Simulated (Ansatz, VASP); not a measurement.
**Two plane-wave programs on Ru**

```
Ru
1.0
     2.68948    0.00000    0.00000
    -1.34474    2.32916    0.00000
     0.00000    0.00000    4.16690
Ru
2
Direct
  0.33333 0.66667 0.25000
  0.66667 0.33333 0.75000
```

Change from the starting cell: strain along c alone, the other axes held, atoms relaxed: -2.0 %.

Alike in both runs: task single point; functional PBEsol; k mesh 24 × 24 × 12; occupations gaussian, width 0.1 eV; no spin polarisation.

|  | VASP | Ansatz |
| --- | --- | --- |
| version | VASP 6.6.1 | Ansatz 0.2.0 |
| potentials or method | VASP PAW PBE potentials, release 64 (Ru_pv), cutoff 520 eV | scalar-relativistic, plane waves, PAW |
| valence electrons in the cell | 28 | 32 |

|  | VASP | Ansatz | Ansatz less VASP |
| --- | --- | --- | --- |
| gap on the k mesh at the Fermi level (eV) | none | none | - |
| pressure (GPa) | 7.9 | 7.9 | 0.00 |
| traceless stress, the component that is largest in VASP (GPa) | 6.56 | 6.53 | -0.026 |

VASP's potentials were made for PBE, not for PBEsol. A gap of «none» marks a metal or a gap that the smearing closes. VASP's potentials hold 28 valence electrons a cell and Ansatz's 32, so a difference there can come from the potentials and not from the codes.
